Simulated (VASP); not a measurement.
# Yb (Pm-3m) in VASP: a series of runs

Runs on Yb. Level: PBE. Tasks: single point.

All numbers are computed with VASP 6.6.1; they aren't measurements. Logs are shortened: lines on timing, memory, paths and dates and some standing lists are left out, and cuts for length are marked.

### Step 1. The cell of the first run

The structure is cubic, space group Pm-3m (No. 221). The conventional cell has a = 3.081 Å, b = 3.081 Å, c = 3.081 Å, α = 90.00°, β = 90.00°, γ = 90.00°. Within 4.1 Å of Yb (site symmetry m-3m) lie 6 Yb at 3.08 Å.

### Step 2. Single point, PBE (volume scaled by 0.75)

The input, INCAR:

```
ALGO     = Normal         # electronic algorithm
EDIFF    = 1E-6           # SCF threshold, eV
ENCUT    = 520            # plane-wave cutoff, eV
GGA      = PE             # functional
ISIF     = 2              # what is computed and relaxed
ISMEAR   = -1             # smearing method
LASPH    = T              # aspherical terms in the spheres
LCHARG   = F              # write CHGCAR
LREAL    = F              # projectors in reciprocal space
LWAVE    = F              # write WAVECAR
NBANDS   = 18             # bands
NELM     = 100            # most SCF steps
PREC     = Accurate       # precision mode
SIGMA    = 0.1            # smearing width, eV
```

The input, KPOINTS:

```
k-points
0
Gamma
  13 13 13
```

The input, POSCAR:

```
Yb
1.0
    3.0811214144      0.0000000000      0.0000000000
    0.0000000000      3.0811214144      0.0000000000
    0.0000000000      0.0000000000      3.0811214144
Yb
1
Direct
    0.0000000000      0.0000000000      0.0000000000
```

Potentials or basis: VASP PAW PBE potentials, release 64 (Yb).

Launch:

```
$ cat potpaw_PBE.64/Yb/POTCAR > POTCAR
$ mpirun -np 1 vasp_std > vasp.out
```

OUTCAR:

```text
EDIFF = 1E-6
   ENCUT = 520
   GGA = PE
   ISIF = 2
   ISMEAR = -1
   LASPH = T
   LREAL = F
   NELM = 100
   PREC = Accurate

 ion  position               nearest neighbor table
   1  0.000  0.000  0.000-

  LATTYP: Found a simple cubic cell.
 ALAT       =     3.0811214144

  Lattice vectors:

 A1 = (   3.0811214144,   0.0000000000,   0.0000000000)
 A2 = (   0.0000000000,   3.0811214144,   0.0000000000)
 A3 = (   0.0000000000,   0.0000000000,   3.0811214144)

Analysis of symmetry for initial positions (statically):
=====================================================================
 Subroutine PRICEL returns:
 Original cell was already a primitive cell.

 Routine SETGRP: Setting up the symmetry group for a
 simple cubic supercell.

 Subroutine GETGRP returns: Found 48 space group operations
[... 9 lines left out ...]

 Routine SETGRP: Setting up the symmetry group for a
 simple cubic supercell.

 Subroutine GETGRP returns: Found 48 space group operations
[... 11 lines left out ...]
                                     Primitive cell

  volume of cell :      29.2500

  direct lattice vectors                    reciprocal lattice vectors
     3.081121414  0.000000000  0.000000000     0.324557155  0.000000000  0.000000000
     0.000000000  3.081121414  0.000000000     0.000000000  0.324557155  0.000000000
     0.000000000  0.000000000  3.081121414     0.000000000  0.000000000  0.324557155

  length of vectors
     3.081121414  3.081121414  3.081121414     0.324557155  0.324557155  0.324557155

  position of ions in fractional coordinates (direct lattice)
     0.000000000  0.000000000  0.000000000

  ion indices of the primitive-cell ions
   primitive index   ion index
                 1           1

----------------------------------------------------------------------------------------

 KPOINTS: k-points

Automatic generation of k-mesh.
 Grid dimensions read from file:
 generate k-points for:   13   13   13

 Generating k-lattice:

  Cartesian coordinates                     Fractional coordinates (reciprocal lattice)
     0.024965935  0.000000000  0.000000000     0.076923077  0.000000000  0.000000000
     0.000000000  0.024965935  0.000000000     0.000000000  0.076923077  0.000000000
     0.000000000  0.000000000  0.024965935     0.000000000  0.000000000  0.076923077

  Length of vectors
[... 47 lines left out ...]
   ISTART =      0    job   : 0-new  1-cont  2-samecut
   ICHARG =      2    charge: 1-file 2-atom 10-const
   ISPIN  =      1    spin polarized calculation?
   LNONCOLLINEAR =      F non collinear calculations
   LSORBIT =      F    spin-orbit coupling
   LASPH  =      T    aspherical Exc in radial PAW
   ENCUT  =  520.0 eV  38.22 Ry    6.18 a.u.   5.73  5.73  5.73*2*pi/ulx,y,z
   NELM   =    100;   NELMIN=  2; NELMDL= -5     # of ELM steps
   EDIFF  = 0.1E-05   stopping-criterion for ELM
   LREAL  =      F    real-space projection
   EDIFFG = 0.1E-04   stopping-criterion for IOM
   NSW    =      0    number of steps for IOM
   IBRION =     -1    ionic relax: 0-MD 1-quasi-New 2-CG
   NFREE  =      0    steps in history (QN), initial steepest desc. (CG)
   ISIF   =      2    stress and relaxation
   ISYM   =      2    0-nonsym 1-usesym 2-fastsym
   POTIM  = 0.5000    time-step for ionic-motion
   TEBEG  =    0.0;   TEEND  =   0.0 temperature during run
   PSTRESS=    0.0 pullay stress
   NELECT =      24.0000    total number of electrons
   NUPDOWN=      -1.0000    fix difference up-down
   EMIN   =  10.00;   EMAX   =-10.00  energy-range for DOS
   EFERMI =   0.00;   METHOD = LEGACY
   ISMEAR =    -1;   SIGMA  =   0.10  broadening in eV -4-tet -1-fermi 0-gaus
   EFERMI_NEDOS =   21; number of points for ismear=-14 and -15
   IALGO  =     38    algorithm
   IMIX   =      4    mixing-type and parameters
     AMIX     =   0.40;   BMIX     =  1.00
     AMIX_MAG =   1.60;   BMIX_MAG =  1.00
  volume/ion in A,a.u.               =      29.25       197.39
  Fermi-wavevector in a.u.,A,eV,Ry     =   1.532627  2.896245 31.959338  2.348945
  Thomas-Fermi vector in A             =   2.639807
   LORBIT       =      0    0 simple, 1 ext, 2 COOP (PROOUT), +10 PAW based schemes
   GGA     = PE    functional components
   LHFCALC =     F    Hartree Fock is set to
   AEXX    =    0.0000 exact exchange contribution
   IVDW    =     0    specifies the selected vdW correction
   LEPSILON=     F    determine dielectric tensor
   LRPA    =     F    only Hartree local field effects (RPA)
 non-spin polarized calculation
  energy-cutoff  :      520.00
  volume of cell :       29.25
 maximum number of plane-waves:       804
 NGX is ok and might be reduce to    24
   NGX = 11   NGY = 11   NGZ = 11

 number of electron      23.9999989 magnetization

 Free energy of the ion-electron system (eV)
  ---------------------------------------------------
  ext. energy  EPLUGINS =         0.00000000
  ---------------------------------------------------
  free energy    TOTEN  =        -2.95657970 eV

  energy without entropy =       -2.90085757  energy(sigma->0) =       -2.92871864

 E-fermi :   2.1615     XC(G=0): -10.3572

 val. band max:        2.1034304253   @ k =   0.4615   0.4615   0.4615
 cond. band min:       2.1723584577   @ k =   0.4615   0.2308   0.0769
 fundamental gap:      0.0689280325
 Fermi energy:         2.1614528897

 k-point     1 :       0.0000    0.0000    0.0000
  band No.  band energies     occupation
      1     -49.7012      2.00000
      2     -21.6123      2.00000
      3     -21.6123      2.00000
      4     -21.6123      2.00000
      5      -3.1763      2.00000
      6       1.5580      1.99522
[... 481 lines left out ...]
      5       0.6934      2.00000
      6       1.4415      1.99851
[... 10 lines left out ...]
     17       8.1613      0.00000
     18      12.4657      0.00000

 [... further k-points ...]

------------------------ aborting loop because EDIFF is reached ----------------------------------------

  FORCE on cell =-STRESS in cart. coord.  units (eV):
  Direction    XX          YY          ZZ          XY          YZ          ZX
  --------------------------------------------------------------------------------------
  -------------------------------------------------------------------------------------
  Total        0.9207595      0.9207595      0.9207595      0.0000000      0.0000000     -0.0000000
  in kB       50.4348043     50.4348043     50.4348043      0.0000000      0.0000000     -0.0000000
  external PRESSURE =      50.4348043 kB  Pullay stress =       0.0000000 kB

 VOLUME and BASIS-vectors are now :
 -----------------------------------------------------------------------------
  energy-cutoff  :      520.00
  volume of cell :       29.25
      direct lattice vectors                 reciprocal lattice vectors
     3.081121414  0.000000000  0.000000000     0.324557155  0.000000000  0.000000000
     0.000000000  3.081121414  0.000000000     0.000000000  0.324557155  0.000000000
     0.000000000  0.000000000  3.081121414     0.000000000  0.000000000  0.324557155

 POSITION                                       TOTAL-FORCE (eV/Angst)
 -----------------------------------------------------------------------------------
      0.00000      0.00000      0.00000         0.000000      0.000000      0.000000
 -----------------------------------------------------------------------------------
    total drift:                                0.000000      0.000000      0.000000

  FREE ENERGIE OF THE ION-ELECTRON SYSTEM (eV)
  ---------------------------------------------------
  free  energy   TOTEN  =        -2.9565796990 eV

  energy  without entropy=       -2.9008575720  energy(sigma->0) =       -2.92871864
```

stdout:

```text
POSCAR found type information on POSCAR Yb
 POSCAR found :  1 types and       1 ions
 scaLAPACK will be used
 LDA part: xc-table for (Slater+PW92), standard interpolation
 POSCAR, INCAR and KPOINTS ok, starting setup
 FFT: planning ... GRIDC
 FFT: planning ... GRID_SOFT
 FFT: planning ... GRID
 WAVECAR not read
 entering main loop
```

It took 18 s on 1 thread of Intel Xeon 6975P-C (Granite Rapids), shared host; peak memory 0.17 GiB.

What came out:

```
Free energy            : -2.9566 eV
Pressure               : 5.0 GPa
Band gap on the k mesh : zero (band 12 reaches 2.10 eV, above the bottom of band 13 at 2.05 eV)
```

Caveat: spin-orbit coupling is left out, which moves the levels of the heavy elements. Spin polarisation is off, so any magnetic state and its effect on volume and gap are missing.

### Step 3. Single point, PBE (volume scaled by 0.85)

The input, INCAR:

```
PREC = Accurate ; ENCUT = 520
EDIFF = 1E-6 ; ISMEAR = -1
SIGMA = 0.1 ; LREAL = F
LASPH = T ; NELM = 80
ALGO = Normal ; ISIF = 2
LWAVE = F ; LCHARG = T
GGA = PE ; LELF = T
LVHAR = T ; NBANDS = 18
```

The input, KPOINTS:

```
regular mesh
0
Gamma
  13 13 13
```

The input, POSCAR:

```
Yb
1.0
    3.2123882832      0.0000000000      0.0000000000
    0.0000000000      3.2123882832      0.0000000000
    0.0000000000      0.0000000000      3.2123882832
Yb
1
Direct
    0.0000000000      0.0000000000      0.0000000000
```

Potentials or basis: VASP PAW PBE potentials, release 64 (Yb).

Launch:

```
$ cat potpaw_PBE.64/Yb/POTCAR > POTCAR
$ mpirun -np 1 vasp_std > vasp.out
```

Run time: 31 s. Hardware: 1 thread of Intel Xeon 6975P-C (Granite Rapids), shared host; peak memory 0.18 GiB.

Results (log left out):

| Quantity | Value |
| --- | --- |
| Free energy | -3.0515 eV |
| Pressure | 3.7 GPa |
| Band gap on the k mesh | zero (band 12 reaches 1.86 eV, above the bottom of band 13 at 1.56 eV) |

Levels at points of the mesh, in eV from the Fermi level:
```tsv
k point	band 10	band 11	band 12	band 13	band 14	band 15
(0.00, 0.00, 0.00)	-0.53	-0.53	-0.45	0.46	0.46	7.35
```

Caveat: spin-orbit coupling is left out, which moves the levels of the heavy elements.

### Step 4. Single point, PBE (volume scaled by 0.95)

The input, INCAR:

```
PREC     = Accurate       # precision mode
ENCUT    = 520            # plane-wave cutoff, eV
EDIFF    = 1E-6           # SCF threshold, eV
ISMEAR   = -1             # smearing method
SIGMA    = 0.1            # smearing width, eV
LREAL    = False          # projectors in reciprocal space
LASPH    = True           # aspherical terms in the spheres
NELM     = 60             # most SCF steps
ALGO     = Normal         # electronic algorithm
ISIF     = 2              # what is computed and relaxed
LWAVE    = False          # write WAVECAR
LCHARG   = False          # write CHGCAR
GGA      = PE             # functional
NBANDS   = 18             # bands
```

The input, KPOINTS:

```
Automatic mesh
0
Gamma
  13 13 13
```

The input, POSCAR:

```
Yb
1.0
    3.3337236273      0.0000000000      0.0000000000
    0.0000000000      3.3337236273      0.0000000000
    0.0000000000      0.0000000000      3.3337236273
Yb
1
Direct
    0.0000000000      0.0000000000      0.0000000000
```

Launch:

```
$ cat potpaw_PBE.64/Yb/POTCAR > POTCAR
$ mpirun -np 1 vasp_std > vasp.out
```

It took 51 s on 1 thread of Intel Xeon 6975P-C (Granite Rapids), shared host; peak memory 0.21 GiB.

The run converged. Its results:

* Free energy: -3.0852 eV
* Pressure: 0.1 GPa
* Band gap on the k mesh: zero (band 12 reaches 1.66 eV, above the bottom of band 13 at 1.16 eV)

Levels at points of the mesh, in eV from the Fermi level:
```tsv
k point	band 10	band 11	band 12	band 13	band 14	band 15
(0.00, 0.00, 0.00)	-0.51	-0.51	-0.44	0.61	0.61	6.77
```

Caveat: spin-orbit coupling is left out, which moves the levels of the heavy elements. Spin polarisation is off, so any magnetic state and its effect on volume and gap are missing.

### Step 5. The runs side by side

| cell | gap on the mesh (eV) | pressure (GPa) |
| --- | --- | --- |
| a = 3.081 Å, 1 atom | none | 5.0 |
| a = 3.212 Å, 1 atom | none | 3.7 |
| a = 3.334 Å, 1 atom | none | 0.1 |

Alike in all rows: task single point; level PBE; potentials or basis VASP PAW PBE potentials, release 64 (Yb); no spin polarisation; k mesh 13 × 13 × 13; cutoff (eV) 520; smearing fermi-dirac 0.1 eV.

Caveats: spin-orbit coupling is left out, which moves the levels of the heavy elements.

Total energies depend on the potentials used, so only differences within one code and one set of settings carry meaning.
